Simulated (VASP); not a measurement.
# Be24F in VASP: further runs

The runs below take Be24F through single point, with PBE.

Program: VASP 6.6.1. These are calculated values, not measurements. Logs are shortened: lines on timing, memory, paths and dates and some standing lists are left out, and cuts for length are marked.

## (1) The cell of the first run

The cell holds a slab with vacuum, 25 atoms: a = 4.525 Å, b = 7.134 Å, c = 19.869 Å, α = 90.00°, β = 90.00°, γ = 90.00°.

## (2) Single point, PBE

File INCAR:

```
SYSTEM = Be24F
  ALGO = Normal
  DIPOL = 0.5 0.5 0.320
  EDIFF = 1E-6
  ENCUT = 520
  GGA = PE
  IDIPOL = 3
  ISIF = 2
  ISMEAR = 0
  LASPH = .True.
  LCHARG = .True.
  LDIPOL = .True.
  LELF = .True.
  LREAL = Auto
  LVACPOTAV = .True.
  LVHAR = .True.
  LWAVE = .False.
  NBANDS = 46
  NELM = 60
  PREC = Accurate
  SIGMA = 0.1
```

File KPOINTS:

```
k-points
0
Gamma
  6 4 1
  0 0 0
```

File POSCAR:

```
Be24F
1.0
    4.5254381414      0.0000000000      0.0000000000
    0.0000000000      7.1336190818      0.0000000000
    0.0000000000      0.0000000000     19.8685529777
Be F
24 1
Direct
    0.0000000000      0.3750000000      0.2013231665
    0.0000000000      0.8750000000      0.2013231665
    0.5000000000      0.3750000000      0.2013231665
    0.5000000000      0.8750000000      0.2013231665
    0.2500000000      0.1250000000      0.2341987732
    0.2500000000      0.6250000000      0.2341987732
    0.7500000000      0.1250000000      0.2341987732
    0.7500000000      0.6250000000      0.2341987732
    0.2500000000      0.3750000000      0.2999499865
    0.2500000000      0.8750000000      0.2999499865
    0.7500000000      0.3750000000      0.2999499865
    0.7500000000      0.8750000000      0.2999499865
    0.0000000000      0.1250000000      0.3268353583
    0.0000000000      0.6250000000      0.3268353583
    0.5000000000      0.1250000000      0.3268353583
    0.5000000000      0.6250000000      0.3268353583
    0.0000000000      0.3750000000      0.3993099146
    0.0000000000      0.8750000000      0.3993099146
    0.5000000000      0.3750000000      0.3993099146
    0.5000000000      0.8750000000      0.3993099146
    0.2500000000      0.1250000000      0.4211958962
    0.2500000000      0.6250000000      0.4211958962
    0.7500000000      0.1250000000      0.4211958962
    0.7500000000      0.6250000000      0.4211958962
    0.5000000000      0.2500000000      0.4751054758
```

Potentials or basis: VASP PAW PBE potentials, release 64 (Be, F).

Launch:

```
$ cat potpaw_PBE.64/Be/POTCAR potpaw_PBE.64/F/POTCAR > POTCAR
$ mpirun -np 1 vasp_std > vasp.out
```

OUTCAR:

```text
SYSTEM = Be24F
   EDIFF = 1E-6
   ENCUT = 520
   GGA = PE
   ISIF = 2
   ISMEAR = 0
   LASPH = .True.
   LREAL = Auto
   NELM = 60
   PREC = Accurate

 ion  position               nearest neighbor table
   1  0.000  0.375  0.201-   5 2.21   6 2.21   7 2.21   8 2.21   3 2.26   3 2.26  11 2.26   9 2.26

   2  0.000  0.875  0.201-   5 2.21   6 2.21   7 2.21   8 2.21   4 2.26   4 2.26  12 2.26  10 2.26

   3  0.500  0.375  0.201-   5 2.21   6 2.21   7 2.21   8 2.21   1 2.26   1 2.26  11 2.26   9 2.26
[... 39 lines left out ...]
  23  0.750  0.125  0.421-  25 1.80  18 2.16  19 2.16  20 2.16  17 2.16  15 2.19  13 2.19  21 2.26
                            21 2.26
  24  0.750  0.625  0.421-  17 2.16  18 2.16  19 2.16  20 2.16  14 2.19  16 2.19  22 2.26  22 2.26

  25  0.500  0.250  0.475-  19 1.75  21 1.80  23 1.80

  LATTYP: Found a simple orthorhombic cell.
 ALAT       =     4.5254381414
 B/A-ratio  =     1.5763377730
 C/A-ratio  =     4.3904153271

  Lattice vectors:

 A1 = (   4.5254381414,   0.0000000000,   0.0000000000)
 A2 = (   0.0000000000,   7.1336190818,   0.0000000000)
 A3 = (   0.0000000000,   0.0000000000,  19.8685529777)

Analysis of symmetry for initial positions (statically):
=====================================================================
 Subroutine PRICEL returns:
 Original cell was already a primitive cell.

 Routine SETGRP: Setting up the symmetry group for a
 simple orthorhombic supercell.

 Subroutine GETGRP returns: Found  2 space group operations
 (whereof  2 operations were pure point group operations)
 out of a pool of  8 trial point group operations.

The static configuration has the point symmetry C_1h.

Analysis of symmetry for dynamics (positions and initial velocities):
=====================================================================
 Subroutine PRICEL returns:
 Original cell was already a primitive cell.

 Routine SETGRP: Setting up the symmetry group for a
 simple orthorhombic supercell.

 Subroutine GETGRP returns: Found  2 space group operations
 (whereof  2 operations were pure point group operations)
 out of a pool of  8 trial point group operations.

The dynamic configuration has the point symmetry C_1h.

 Subroutine INISYM returns: Found  2 space group operations
 (whereof  2 operations are pure point group operations),
 and found     1 'primitive' translations

----------------------------------------------------------------------------------------

                                     Primitive cell

  volume of cell :     641.4116

  direct lattice vectors                    reciprocal lattice vectors
     4.525438141  0.000000000  0.000000000     0.220973079  0.000000000  0.000000000
     0.000000000  7.133619082  0.000000000     0.000000000  0.140181300  0.000000000
     0.000000000  0.000000000 19.868552978     0.000000000  0.000000000  0.050330792

  length of vectors
     4.525438141  7.133619082 19.868552978     0.220973079  0.140181300  0.050330792

  position of ions in fractional coordinates (direct lattice)
     0.000000000  0.375000000  0.201323167
     0.000000000  0.875000000  0.201323167
     0.500000000  0.375000000  0.201323167
     0.500000000  0.875000000  0.201323167
     0.250000000  0.125000000  0.234198773
     0.250000000  0.625000000  0.234198773
[... 17 lines left out ...]
     0.750000000  0.625000000  0.421195896
     0.500000000  0.250000000  0.475105476

  ion indices of the primitive-cell ions
   primitive index   ion index
                 1           1
                 2           2
                 3           3
                 4           4
                 5           5
                 6           6
[... 17 lines left out ...]
                24          24
                25          25

----------------------------------------------------------------------------------------

 KPOINTS: k-points

Automatic generation of k-mesh.
 Grid dimensions read from file:
 generate k-points for:    6    4    1

 Generating k-lattice:

  Cartesian coordinates                     Fractional coordinates (reciprocal lattice)
     0.036828847  0.000000000  0.000000000     0.166666667  0.000000000  0.000000000
     0.000000000  0.035045325  0.000000000     0.000000000  0.250000000  0.000000000
     0.000000000  0.000000000  0.050330792     0.000000000  0.000000000  1.000000000

  Length of vectors
     0.036828847  0.035045325  0.050330792

  Shift w.r.t. Gamma in fractional coordinates (k-lattice)
     0.000000000  0.000000000  0.000000000

 Subroutine IBZKPT returns following result:
 ===========================================

 Found     12 irreducible k-points:

 Following reciprocal coordinates:
            Coordinates               Weight
  0.000000  0.000000  0.000000      1.000000
  0.166667  0.000000  0.000000      2.000000
  0.333333  0.000000  0.000000      2.000000
  0.500000  0.000000  0.000000      1.000000
  0.000000  0.250000  0.000000      2.000000
[... 19 lines left out ...]
   ISPIN  =      1    spin polarized calculation?
   LNONCOLLINEAR =      F non collinear calculations
   LSORBIT =      F    spin-orbit coupling
   LASPH  =      T    aspherical Exc in radial PAW
   ENCUT  =  520.0 eV  38.22 Ry    6.18 a.u.   8.41 13.26 36.94*2*pi/ulx,y,z
   NELM   =     60;   NELMIN=  2; NELMDL= -5     # of ELM steps
   EDIFF  = 0.1E-05   stopping-criterion for ELM
   LREAL  =      T    real-space projection
   EDIFFG = 0.1E-04   stopping-criterion for IOM
   NSW    =      0    number of steps for IOM
   IBRION =     -1    ionic relax: 0-MD 1-quasi-New 2-CG
   NFREE  =      0    steps in history (QN), initial steepest desc. (CG)
   ISIF   =      2    stress and relaxation
   ISYM   =      2    0-nonsym 1-usesym 2-fastsym
   POTIM  = 0.5000    time-step for ionic-motion
   TEBEG  =    0.0;   TEEND  =   0.0 temperature during run
   PSTRESS=    0.0 pullay stress
   NELECT =      55.0000    total number of electrons
   NUPDOWN=      -1.0000    fix difference up-down
   EMIN   =  10.00;   EMAX   =-10.00  energy-range for DOS
   EFERMI =   0.00;   METHOD = LEGACY
   ISMEAR =     0;   SIGMA  =   0.10  broadening in eV -4-tet -1-fermi 0-gaus
   EFERMI_NEDOS =   21; number of points for ismear=-14 and -15
   IALGO  =     38    algorithm
   IMIX   =      4    mixing-type and parameters
     AMIX     =   0.40;   BMIX     =  1.00
     AMIX_MAG =   1.60;   BMIX_MAG =  1.00
  volume/ion in A,a.u.               =      25.66       173.14
  Fermi-wavevector in a.u.,A,eV,Ry     =   0.721911  1.364213  7.090745  0.521155
  Thomas-Fermi vector in A             =   1.811739
   LORBIT       =      0    0 simple, 1 ext, 2 COOP (PROOUT), +10 PAW based schemes
   GGA     = PE    functional components
   LHFCALC =     F    Hartree Fock is set to
   AEXX    =    0.0000 exact exchange contribution
   IVDW    =     0    specifies the selected vdW correction
   LEPSILON=     F    determine dielectric tensor
   LRPA    =     F    only Hartree local field effects (RPA)
 non-spin polarized calculation
 Gauss-broadening in eV      SIGMA  =   0.10
  energy-cutoff  :      520.00
  volume of cell :      641.41
 maximum number of plane-waves:     17327
 NGX is ok and might be reduce to    36
   NGX = 17   NGY = 27   NGZ = 73

 dipolmoment           0.000000      0.000000     -0.086587 electrons x Angstroem

 number of electron      55.0000000 magnetization

 dipolmoment           0.000000      0.000000      0.080765 electrons x Angstroem

 Free energy of the ion-electron system (eV)
  ---------------------------------------------------
  ext. energy  EPLUGINS =         0.00000000
  ---------------------------------------------------
  free energy    TOTEN  =       -88.15372393 eV

  energy without entropy =      -88.13262958  energy(sigma->0) =      -88.14317676

 E-fermi :  -1.1326     XC(G=0):  -4.1943

 val. band max:       -1.2152178300   @ k =   0.0000   0.0000   0.0000
 cond. band min:      -1.1090271358   @ k =   0.0000   0.0000   0.0000
 fundamental gap:      0.1061906941
 Fermi energy:        -1.1326427300

 k-point     1 :       0.0000    0.0000    0.0000
  band No.  band energies     occupation
      1     -26.5265      2.00000
      2     -11.4601      2.00000
      3      -9.6619      2.00000
      4      -9.3477      2.00000
      5      -9.2948      2.00000
      6      -8.4572      2.00000
[... 493 lines left out ...]
     38       3.4126      0.00000
     39       3.4497      0.00000
 [bands above 39 left out]

------------------------ aborting loop because EDIFF is reached ----------------------------------------

  FORCE on cell =-STRESS in cart. coord.  units (eV):
  Direction    XX          YY          ZZ          XY          YZ          ZX
  --------------------------------------------------------------------------------------
  -------------------------------------------------------------------------------------
  Total        1.5388871     -3.6576054     -0.3406651      0.0000000     -1.9210643      0.0000000
  in kB        3.8439749     -9.1363063     -0.8509448      0.0000000     -4.7986127      0.0000000
  external PRESSURE =      -2.0477587 kB  Pullay stress =       0.0000000 kB

 VOLUME and BASIS-vectors are now :
 -----------------------------------------------------------------------------
  energy-cutoff  :      520.00
  volume of cell :      641.41
      direct lattice vectors                 reciprocal lattice vectors
     4.525438141  0.000000000  0.000000000     0.220973079  0.000000000  0.000000000
     0.000000000  7.133619082  0.000000000     0.000000000  0.140181300  0.000000000
     0.000000000  0.000000000 19.868552978     0.000000000  0.000000000  0.050330792

 POSITION                                       TOTAL-FORCE (eV/Angst)
 -----------------------------------------------------------------------------------
      0.00000      2.67511      4.00000         0.000000     -0.075862      0.542451
      0.00000      6.24192      4.00000         0.000000      0.085102      0.526307
      2.26272      2.67511      4.00000         0.000000      0.039206      0.565005
      2.26272      6.24192      4.00000         0.000000     -0.203269      0.519390
      1.13136      0.89170      4.65319        -0.038276      0.052930     -0.675364
      1.13136      4.45851      4.65319         0.012075      0.043906     -0.727631
[... 17 lines left out ...]
      3.39408      4.45851      8.36855         0.209541      0.029347     -0.064719
      2.26272      1.78340      9.43966         0.000000     -1.113554      0.053155
 -----------------------------------------------------------------------------------
    total drift:                                0.000000      0.000013     -0.000846

  FREE ENERGIE OF THE ION-ELECTRON SYSTEM (eV)
  ---------------------------------------------------
  free  energy   TOTEN  =       -88.1537239287 eV

  energy  without entropy=      -88.1326295820  energy(sigma->0) =      -88.14317676

 vacuum level on the upper side and lower side of the slab         3.668         3.216
```

It took 23 min on 1 thread of AMD EPYC 7R13, shared host; peak memory 0.67 GiB.

Results:

```
Free energy            : -88.1537 eV
Largest force          : 1.115 eV/Å
Band gap on the k mesh : zero (an odd number of electrons rules out a gap without spin polarisation)
```

Forces in eV/Å, atoms in the order of the input:
```
Be   0.000 -0.076  0.542
Be   0.000  0.085  0.526
Be   0.000  0.039  0.565
Be   0.000 -0.203  0.519
Be  -0.038  0.053 -0.675
Be   0.012  0.044 -0.728
Be   0.038  0.053 -0.675
Be  -0.012  0.044 -0.728
Be  -0.100 -0.007  0.248
Be  -0.056 -0.034  0.060
Be   0.100 -0.007  0.248
Be   0.056 -0.034  0.060
Be   0.000  0.089  0.053
Be   0.000  0.012 -0.014
Be   0.000 -0.073  0.178
Be   0.000  0.256 -0.051
Be   0.000  0.665 -0.835
Be   0.000 -0.124  0.019
Be   0.000  0.461  0.212
Be   0.000 -0.195 -0.367
Be   0.100  0.004  0.460
Be  -0.210  0.029 -0.065
Be  -0.100  0.004  0.460
Be   0.210  0.029 -0.065
F    0.000 -1.114  0.053
```

Levels at points of the mesh, in eV from the Fermi level:
```
           k point  band 24  band 25  band 26  band 27  band 28  band 29  band 30  band 31
(0.00, 0.00, 0.00)    -2.24    -1.68    -0.85    -0.08     0.02     0.20     0.86     1.30
(0.50, 0.00, 0.00)    -1.26    -0.89    -0.27     0.76     0.87     1.36     1.41     1.43
(0.00, 0.50, 0.00)    -1.40    -1.13    -0.95    -0.92    -0.72     0.16     0.50     1.41
(0.50, 0.50, 0.00)    -1.54    -0.52    -0.40    -0.19     0.16     0.42     0.54     0.61
```

Caveat: an odd number of electrons without spin polarisation forces a metal; a magnetic or distorted state may lie lower.

## (3) Single point, PBE

File INCAR:

```
SYSTEM = Be24F
PREC     = Accurate       ! precision mode
ENCUT    = 520            ! plane-wave cutoff, eV
EDIFF    = 1E-6           ! SCF threshold, eV
ISMEAR   = 0              ! smearing method
SIGMA    = 0.1            ! smearing width, eV
LREAL    = Auto         
LASPH    = .TRUE.         ! aspherical terms in the spheres
NELM     = 60             ! most SCF steps
ALGO     = Normal         ! electronic algorithm
ISIF     = 2              ! what is computed and relaxed
LWAVE    = .FALSE.        ! write WAVECAR
LCHARG   = .TRUE.         ! write CHGCAR
LDIPOL   = .TRUE.       
IDIPOL   = 3            
DIPOL    = 0.5 0.5 0.320
GGA      = PE             ! functional
LELF     = .TRUE.         ! ELF
LVHAR    = .TRUE.       
LVACPOTAV= .TRUE.       
NBANDS   = 46             ! bands
```

File KPOINTS:

```
Automatic mesh
0
G
  6 4 1
  0 0 0
```

POSCAR, as its differences from that of step 2:

```diff
@@ -32,2 +32,2 @@
     0.7500000000      0.6250000000      0.4211958962
-    0.5000000000      0.2500000000      0.4751054758
+    0.5000000000      0.1875000000      0.4800067204
```

Potentials or basis: VASP PAW PBE potentials, release 64 (Be, F).

Launch:

```
$ cat potpaw_PBE.64/Be/POTCAR potpaw_PBE.64/F/POTCAR > POTCAR
$ mpirun -np 1 vasp_std > vasp.out
```

Run time: 17 min. Hardware: 1 thread of AMD EPYC 7R13, shared host; peak memory 0.68 GiB.

The run converged. Its results:

```
Free energy            : -88.4654 eV
Largest force          : 0.875 eV/Å
Band gap on the k mesh : zero (an odd number of electrons rules out a gap without spin polarisation)
```

Forces in eV/Å, atoms in the order of the input:
```
Be   0.000 -0.092  0.545
Be   0.000  0.092  0.517
Be   0.000  0.085  0.579
Be   0.000 -0.202  0.551
Be  -0.044  0.039 -0.626
Be   0.036  0.034 -0.794
Be   0.044  0.039 -0.626
Be  -0.036  0.034 -0.794
Be  -0.062  0.014  0.190
Be  -0.040 -0.044  0.049
Be   0.062  0.014  0.190
Be   0.040 -0.044  0.049
Be   0.000  0.048  0.051
Be   0.000  0.014  0.085
Be   0.000 -0.053  0.176
Be   0.000  0.200 -0.173
Be   0.000  0.487 -0.520
Be   0.000 -0.166 -0.082
Be   0.000  0.650 -0.205
Be   0.000 -0.619 -0.619
Be   0.205 -0.022  0.674
Be  -0.027 -0.047  0.027
Be  -0.205 -0.022  0.674
Be   0.027 -0.047  0.027
F    0.000 -0.392  0.054
```

Levels at points of the mesh, in eV from the Fermi level:
| k point | band 25 | band 26 | band 27 | band 28 | band 29 | band 30 |
| --- | --- | --- | --- | --- | --- | --- |
| (0.00, 0.00, 0.00) | -1.64 | -0.82 | -0.07 | 0.02 | 0.24 | 0.91 |
| (0.50, 0.00, 0.00) | -0.87 | -0.35 | 0.80 | 0.90 | 1.39 | 1.45 |
| (0.00, 0.50, 0.00) | -1.11 | -1.00 | -0.87 | -0.64 | 0.22 | 0.51 |
| (0.50, 0.50, 0.00) | -0.47 | -0.28 | -0.18 | 0.06 | 0.47 | 0.55 |

Caveat: an odd number of electrons without spin polarisation forces a metal; a magnetic or distorted state may lie lower.

## (4) Single point, PBE

File INCAR:

```
PREC     = Accurate       # precision mode
ENCUT    = 520            # plane-wave cutoff, eV
EDIFF    = 1E-6           # SCF threshold, eV
ISMEAR   = 0              # smearing method
SIGMA    = 0.1            # smearing width, eV
LREAL    = Auto         
LASPH    = True           # aspherical terms in the spheres
NELM     = 100            # most SCF steps
ALGO     = Normal         # electronic algorithm
ISIF     = 2              # what is computed and relaxed
LWAVE    = False          # write WAVECAR
LCHARG   = True           # write CHGCAR
LDIPOL   = True         
IDIPOL   = 3            
DIPOL    = 0.5 0.5 0.320
GGA      = PE             # functional
LELF     = True           # ELF
LVHAR    = True         
LVACPOTAV= True         
NBANDS   = 46             # bands
```

File KPOINTS:

```
Automatic mesh
0
Gamma
  6 4 1
```

POSCAR, as its differences from that of step 3:

```diff
@@ -32,2 +32,2 @@
     0.7500000000      0.6250000000      0.4211958962
-    0.5000000000      0.1875000000      0.4800067204
+    0.5000000000      0.3125000000      0.4787817070
```

Launch:

```
$ cat potpaw_PBE.64/Be/POTCAR potpaw_PBE.64/F/POTCAR > POTCAR
$ mpirun -np 1 vasp_std > vasp.out
```

Wall time 15 min (1 thread of AMD EPYC 7R13, shared host); peak memory 0.67 GiB.

Results (log left out):

```yaml
Free_energy: -87.5562 eV
Largest_force: 1.266 eV/Å
Band_gap_on_the_k_mesh: zero (an odd number of electrons rules out a gap without spin polarisation)
```

Forces on the atoms (eV/Å):
```
Be   0.000 -0.043  0.551
Be   0.000  0.043  0.559
Be   0.000  0.016  0.563
Be   0.000 -0.128  0.504
Be  -0.019  0.032 -0.698
Be   0.009  0.042 -0.699
Be   0.019  0.032 -0.698
Be  -0.009  0.042 -0.699
Be  -0.128  0.009  0.184
Be  -0.047 -0.021  0.123
Be   0.128  0.009  0.184
Be   0.047 -0.021  0.123
Be   0.000  0.081  0.052
Be   0.000 -0.020 -0.028
Be   0.000  0.013  0.358
Be   0.000  0.111  0.144
Be   0.000  0.455 -0.937
Be   0.000 -0.083 -0.027
Be   0.000  0.289  0.341
Be   0.000  0.051 -0.099
Be  -0.069 -0.041  0.227
Be  -0.348  0.218 -0.168
Be   0.069 -0.041  0.227
Be   0.348  0.218 -0.168
F    0.000 -1.263  0.082
```

Levels at points of the mesh, in eV from the Fermi level:
| k point | band 24 | band 25 | band 26 | band 27 | band 28 | band 29 | band 30 | band 31 |
| --- | --- | --- | --- | --- | --- | --- | --- | --- |
| (0.00, 0.00, 0.00) | -2.04 | -1.59 | -0.85 | 0.00 | 0.14 | 0.36 | 0.80 | 1.15 |
| (0.50, 0.00, 0.00) | -1.25 | -0.75 | -0.10 | 0.80 | 0.88 | 1.45 | 1.47 | 1.49 |
| (0.00, 0.50, 0.00) | -1.28 | -1.07 | -0.84 | -0.75 | -0.73 | 0.21 | 0.47 | 1.47 |
| (0.50, 0.50, 0.00) | -1.48 | -0.46 | -0.38 | -0.05 | 0.35 | 0.50 | 0.61 | 0.72 |

Caveat: an odd number of electrons without spin polarisation forces a metal; a magnetic or distorted state may lie lower.

## (5) Overview

```tsv
cell	gap on the mesh (eV)	largest force (eV/Å)
as given, atomic positions A	none	1.11
as given, atomic positions B	none	0.88
as given, atomic positions C	none	1.27
```

Alike in all rows: task single point; level PBE; potentials or basis VASP PAW PBE potentials, release 64 (Be, F); no spin polarisation; k mesh 6 × 4 × 1; cutoff (eV) 520; smearing gaussian 0.1 eV.

Caveats: an odd number of electrons without spin polarisation forces a metal; a magnetic or distorted state may lie lower.

Absolute energies hang on the potentials; compare differences alone.
